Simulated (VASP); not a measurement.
Write the native input for VASP 6.6.1 that does the following.

- Task: relaxation of shape and atoms at fixed volume
- Functional: PBEsol
- Potentials or basis: VASP PAW PBE potentials, release 64 (Ba_sv, H)
- Cutoff: 600 eV
- k mesh: 6 × 6 × 6
- Occupations: gaussian, width 0.02 eV
- Spin: no spin polarisation
- Dipole correction: no
- Further INCAR settings: ALGO = Normal; EDIFF = 1e-06; IBRION = 2; EDIFFG = -0.01; NSW = 50; ISIF = 4

The structure of BaH2 lies in POSCAR:

```
BaH2
1.0
    4.4559993402      0.0000000000      0.0000000000
   -2.2279996701      3.8590086278      0.0000000000
    0.0000000000      0.0000000000      5.9486638873
Ba H
2 4
Direct
    0.6666666667      0.3333333333      0.7500000000
    0.3333333333      0.6666666667      0.2500000000
    0.3333333333      0.6666666667      0.7500000000
    0.6666666667      0.3333333333      0.2500000000
    0.0000000000      0.0000000000      0.5000000000
    0.0000000000      0.0000000000      0.0000000000
```

The input as run:

INCAR

```
PREC = Accurate
ENCUT = 600
EDIFF = 1E-6
ISMEAR = 0
SIGMA = 0.02
LREAL = False
LASPH = True
NELM = 60
ALGO = Normal
ISIF = 4
LWAVE = False
LCHARG = False
GGA = PS
IBRION = 2
NSW = 50
EDIFFG = -0.01
```

KPOINTS

```
Automatic mesh
0
Gamma
  6 6 6
```

Potentials or basis: VASP PAW PBE potentials, release 64 (Ba_sv, H).

The run is started by

```sh
$ cat potpaw_PBE.64/Ba_sv/POTCAR potpaw_PBE.64/H/POTCAR > POTCAR
$ mpirun -np 1 vasp_std > vasp.out
```

Results of the run:

```json
{
 "Energy gained by relaxing": "0.1 meV/atom",
 "Ionic steps": "3",
 "Pressure after relaxing": "-1.2 GPa",
 "Band gap on the k mesh": "1.47 eV (least direct gap 2.50 eV)"
}
```

Caveat: the PAW data sets were made with another functional, which shifts forces and pressure a little; spin-orbit coupling is left out, which moves the levels of the heavy elements.

Wall time 120 s on 1 thread of Intel Xeon 8259CL, on a shared host, peak memory 0.27 GiB.
